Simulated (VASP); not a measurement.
# PbF2 (Fm-3m) in VASP: further runs, part 2 of 2

VASP 6.6.1.

## Step 5: Single point, PBE+D3(BJ) (17.13 Å³/atom)

This run uses another cell than the first one, of 17.13 Å³/atom.

INCAR

```
SYSTEM = PbF2
ALGO = Normal
EDIFF = 1E-7
ENCUT = 520
GGA = PE
ISIF = 2
ISMEAR = 0
IVDW = 12
LASPH = .TRUE.
LCHARG = .FALSE.
LREAL = .FALSE.
LWAVE = .FALSE.
NBANDS = 21
NELM = 60
PREC = Accurate
SIGMA = 0.02
```

KPOINTS

```
k-points
0
G
  8 8 8
  0 0 0
```

POSCAR

```
PbF2
1.0
    0.0000000000      2.9510427714      2.9510427714
    2.9510427714      0.0000000000      2.9510427714
    2.9510427714      2.9510427714      0.0000000000
Pb F
1 2
Direct
    0.0000000000      0.0000000000      0.0000000000
    0.2500000000      0.2500000000      0.2500000000
    0.7500000000      0.7500000000      0.7500000000
```

Potentials or basis: VASP PAW PBE potentials, release 64 (Pb_d, F).

Started as:

```console
$ cat potpaw_PBE.64/Pb_d/POTCAR potpaw_PBE.64/F/POTCAR > POTCAR
$ mpirun -np 1 vasp_std > vasp.out
```

OUTCAR:

```text
SYSTEM = PbF2
   EDIFF = 1E-7
   ENCUT = 520
   GGA = PE
   ISIF = 2
   ISMEAR = 0
   IVDW = 12
   LASPH = .TRUE.
   LREAL = .FALSE.
   NELM = 60
   PREC = Accurate
 IVDW          = 12

 ion  position               nearest neighbor table
   1  0.000  0.000  0.000-   3 2.56   3 2.56   3 2.56   2 2.56   2 2.56   2 2.56   3 2.56   2 2.56

   2  0.250  0.250  0.250-   1 2.56   1 2.56   1 2.56   1 2.56
   3  0.750  0.750  0.750-   1 2.56   1 2.56   1 2.56   1 2.56

  LATTYP: Found a face centered cubic cell.
 ALAT       =     5.9020855428

  Lattice vectors:

 A1 = (   0.0000000000,   2.9510427714,   2.9510427714)
 A2 = (   2.9510427714,   0.0000000000,   2.9510427714)
 A3 = (   2.9510427714,   2.9510427714,   0.0000000000)

Analysis of symmetry for initial positions (statically):
=====================================================================
 Subroutine PRICEL returns:
 Original cell was already a primitive cell.

 Routine SETGRP: Setting up the symmetry group for a
 face centered cubic supercell.

 Subroutine GETGRP returns: Found 48 space group operations
 (whereof 48 operations were pure point group operations)
 out of a pool of 48 trial point group operations.

The static configuration has the point symmetry O_h .

Analysis of symmetry for dynamics (positions and initial velocities):
=====================================================================
 Subroutine PRICEL returns:
 Original cell was already a primitive cell.

 Routine SETGRP: Setting up the symmetry group for a
 face centered cubic supercell.

 Subroutine GETGRP returns: Found 48 space group operations
 (whereof 48 operations were pure point group operations)
 out of a pool of 48 trial point group operations.

The dynamic configuration has the point symmetry O_h .

 Subroutine INISYM returns: Found 48 space group operations
 (whereof 48 operations are pure point group operations),
 and found     1 'primitive' translations

[... 114 lines left out ...]
   IMIX   =      4    mixing-type and parameters
     AMIX     =   0.40;   BMIX     =  1.00
     AMIX_MAG =   1.60;   BMIX_MAG =  1.00
  volume/ion in A,a.u.               =      17.13       115.62
  Fermi-wavevector in a.u.,A,eV,Ry     =   1.337033  2.526625 24.322540  1.787656
  Thomas-Fermi vector in A             =   2.465613
   LORBIT       =      0    0 simple, 1 ext, 2 COOP (PROOUT), +10 PAW based schemes
   GGA     = PE    functional components
   LHFCALC =     F    Hartree Fock is set to
   AEXX    =    0.0000 exact exchange contribution
   IVDW    =    12    specifies the selected vdW correction
   LEPSILON=     F    determine dielectric tensor
   LRPA    =     F    only Hartree local field effects (RPA)
 non-spin polarized calculation
 Gauss-broadening in eV      SIGMA  =   0.02
  energy-cutoff  :      520.00
  volume of cell :       51.40
 maximum number of plane-waves:      1411
   NGX = 15   NGY = 15   NGZ = 15

 number of electron      27.9999997 magnetization

 Free energy of the ion-electron system (eV)
  ---------------------------------------------------
  ext. energy  EPLUGINS =         0.00000000
  ---------------------------------------------------
  free energy    TOTEN  =       -14.32046454 eV

  energy without entropy =      -14.32046454  energy(sigma->0) =      -14.32046454

 E-fermi :   2.2535     XC(G=0):  -9.4703

 val. band max:        2.0498163250   @ k =  -0.2500   0.5000   0.2500
 cond. band min:       6.4628972689   @ k =   0.5000   0.5000   0.0000
 fundamental gap:      4.4130809438
 Fermi energy:         2.2535168928

 k-point     1 :       0.0000    0.0000    0.0000
  band No.  band energies     occupation
      1     -19.1555      2.00000
      2     -18.5117      2.00000
      3     -12.4048      2.00000
      4     -12.4048      2.00000
      5     -12.4048      2.00000
      6     -12.3424      2.00000
[... 565 lines left out ...]
     20      18.2248      0.00000
     21      18.6570      0.00000

 [... further k-points ...]

------------------------ aborting loop because EDIFF is reached ----------------------------------------

 Edisp (eV)   -0.46621

 E8    (eV) :    -0.2007

  FORCE on cell =-STRESS in cart. coord.  units (eV):
  Direction    XX          YY          ZZ          XY          YZ          ZX
  --------------------------------------------------------------------------------------
  -------------------------------------------------------------------------------------
  Total       0.67406     0.67406     0.67406    -0.00000    -0.00000     0.00000
  in kB      21.01135    21.01135    21.01135    -0.00000    -0.00000     0.00000
  external pressure =       21.01 kB  Pullay stress =        0.00 kB

 VOLUME and BASIS-vectors are now :
 -----------------------------------------------------------------------------
  energy-cutoff  :      520.00
  volume of cell :       51.40
      direct lattice vectors                 reciprocal lattice vectors
     0.000000000  2.951042771  2.951042771    -0.169431634  0.169431634  0.169431634
     2.951042771  0.000000000  2.951042771     0.169431634 -0.169431634  0.169431634
     2.951042771  2.951042771  0.000000000     0.169431634  0.169431634 -0.169431634

 POSITION                                       TOTAL-FORCE (eV/Angst)
 -----------------------------------------------------------------------------------
      0.00000      0.00000      0.00000        -0.000000      0.000000      0.000000
      1.47552      1.47552      1.47552        -0.000000     -0.000000     -0.000000
      4.42656      4.42656      4.42656         0.000000      0.000000      0.000000
 -----------------------------------------------------------------------------------
    total drift:                                0.000000     -0.000000      0.000000

  FREE ENERGIE OF THE ION-ELECTRON SYSTEM (eV)
  ---------------------------------------------------
  free  energy   TOTEN  =       -14.7866756876 eV

  energy  without entropy=      -14.7866756876  energy(sigma->0) =      -14.78667569
```

OSZICAR:

```text
N       E                     dE             d eps       ncg     rms          rms(c)
DAV:   1     0.303700013164E+03    0.30370E+03   -0.14625E+04  1218   0.155E+03
DAV:   2     0.115585929041E+02   -0.29214E+03   -0.27547E+03  1284   0.424E+02
DAV:   3    -0.154373739966E+02   -0.26996E+02   -0.26718E+02  1466   0.140E+02
DAV:   4    -0.162032559182E+02   -0.76588E+00   -0.76523E+00  1388   0.249E+01
DAV:   5    -0.162299150779E+02   -0.26659E-01   -0.26658E-01  1599   0.479E+00    0.798E+00
DAV:   6    -0.143229023454E+02    0.19070E+01   -0.85836E+00  1662   0.232E+01    0.261E+00
DAV:   7    -0.143243580862E+02   -0.14557E-02   -0.44584E-01  1263   0.406E+00    0.155E+00
DAV:   8    -0.143229109937E+02    0.14471E-02   -0.10107E-01  1263   0.352E+00    0.554E-01
DAV:   9    -0.143193309891E+02    0.35800E-02   -0.19721E-02  1632   0.108E+00    0.102E-01
DAV:  10    -0.143204617340E+02   -0.11307E-02   -0.14816E-03  1263   0.310E-01    0.321E-02
DAV:  11    -0.143204556303E+02    0.61037E-05   -0.11859E-04  1407   0.915E-02    0.897E-03
DAV:  12    -0.143204652794E+02   -0.96491E-05   -0.19471E-05  1306   0.311E-02    0.688E-03
DAV:  13    -0.143204645129E+02    0.76647E-06   -0.49123E-06  1807   0.196E-02    0.750E-04
DAV:  14    -0.143204645395E+02   -0.26604E-07   -0.25712E-07  1312   0.408E-03
   1 F= -.14786676E+02 E0= -.14786676E+02  d E =-.117458E-48
```

It took 44 s on 1 thread of Intel Xeon Platinum 8259CL at 2.50GHz (Skylake/Cascade Lake), shared host; peak memory 0.19 GiB.

Results:

```
Free energy                : -14.7867 eV
Pressure                   : 2.1 GPa
Band gap on the k mesh     : 4.41 eV (least direct gap 4.56 eV)
Dispersion energy per atom : -0.155 eV
```

Levels at points of the mesh, in eV from the valence-band top:
| k point | band 11 | band 12 | band 13 | band 14 | band 15 | band 16 | band 17 | band 18 |
| --- | --- | --- | --- | --- | --- | --- | --- | --- |
| (0.00, 0.00, 0.00) | -2.56 | -2.06 | -2.06 | -2.06 | 6.79 | 6.79 | 6.79 | 10.67 |
| (0.50, 0.00, 0.00) | -2.77 | -2.23 | -2.23 | -0.04 | 5.02 | 7.71 | 7.71 | 13.24 |
| (0.50, 0.50, 0.00) | -1.63 | -1.63 | -1.63 | -0.15 | 4.41 | 7.95 | 7.95 | 8.93 |

Caveat: spin-orbit coupling is left out, which moves the levels of the heavy elements. A k mesh can miss the band edges.

## Step 6: Single point, PBE+D3(BJ)

This run uses another cell than the first one, of 17.35 Å³/atom.

INCAR

```
SYSTEM = PbF2
ALGO = Normal ; EDIFF = 1E-7
ENCUT = 520 ; GGA = PE
ISIF = 2 ; ISMEAR = 0
IVDW = 12 ; LASPH = .True.
LCHARG = .False. ; LREAL = .False.
LWAVE = .False. ; NBANDS = 21
NELM = 80 ; PREC = Accurate
SIGMA = 0.02
```

KPOINTS

```
k-points
0
Gamma
  8 8 8
  0 0 0
```

POSCAR

```
PbF2
1.0
    0.0000000000      2.9636600000      2.9636600000
    2.9636600000      0.0000000000      2.9636600000
    2.9636600000      2.9636600000      0.0000000000
Pb F
1 2
Direct
    0.0000000000      0.0000000000      0.0000000000
    0.2500000000      0.2500000000      0.2500000000
    0.7500000000      0.7500000000      0.7500000000
```

Potentials or basis: VASP PAW PBE potentials, release 64 (Pb_d, F).

Started as:

```console
$ cat potpaw_PBE.64/Pb_d/POTCAR potpaw_PBE.64/F/POTCAR > POTCAR
$ mpirun -np 1 vasp_std > vasp.out
```

Wall time 42 s (1 thread of Intel Xeon Platinum 8259CL at 2.50GHz (Skylake/Cascade Lake), shared host); peak memory 0.19 GiB.

It converged, with:

```yaml
Free_energy: -14.7944 eV
Pressure: 1.1 GPa
Band_gap_on_the_k_mesh: 4.42 eV (least direct gap 4.56 eV)
Dispersion_energy_per_atom: -0.153 eV
```

Levels at points of the mesh, in eV from the valence-band top:
| k point | band 10 | band 11 | band 12 | band 13 | band 14 | band 15 | band 16 | band 17 | band 18 | band 19 |
| --- | --- | --- | --- | --- | --- | --- | --- | --- | --- | --- |
| (0.00, 0.00, 0.00) | -2.47 | -2.47 | -1.98 | -1.98 | -1.98 | 6.77 | 6.77 | 6.77 | 10.64 | 15.15 |
| (0.50, 0.00, 0.00) | -2.68 | -2.68 | -2.15 | -2.15 | -0.03 | 5.03 | 7.67 | 7.67 | 13.22 | 13.75 |
| (0.50, 0.50, 0.00) | -3.55 | -1.56 | -1.56 | -1.56 | -0.15 | 4.42 | 7.90 | 7.90 | 8.96 | 14.20 |

Caveat: spin-orbit coupling is left out, which moves the levels of the heavy elements.

## Step 7: The runs side by side

| cell | gap on the mesh (eV) | pressure (GPa) |
| --- | --- | --- |
| a = 4.040 Å, angles 60.0°, 3 atoms | 4.36 | 11.9 |
| a = 4.086 Å, angles 60.0°, 3 atoms | 4.39 | 8.1 |
| a = 4.130 Å, angles 60.0°, 3 atoms | 4.40 | 4.8 |
| a = 4.173 Å, angles 60.0°, 3 atoms | 4.41 | 2.1 |
| a = 4.191 Å, angles 60.0°, 3 atoms | 4.42 | 1.1 |

Alike in all rows: task single point; level PBE+D3(BJ); potentials or basis VASP PAW PBE potentials, release 64 (Pb_d, F); no spin polarisation; k mesh 8 × 8 × 8; cutoff (eV) 520; smearing gaussian 0.02 eV.

Caveats: spin-orbit coupling is left out, which moves the levels of the heavy elements; the cell stands under pressure (at least some runs).

Total energies depend on the potentials used, so only differences within one code and one set of settings carry meaning.
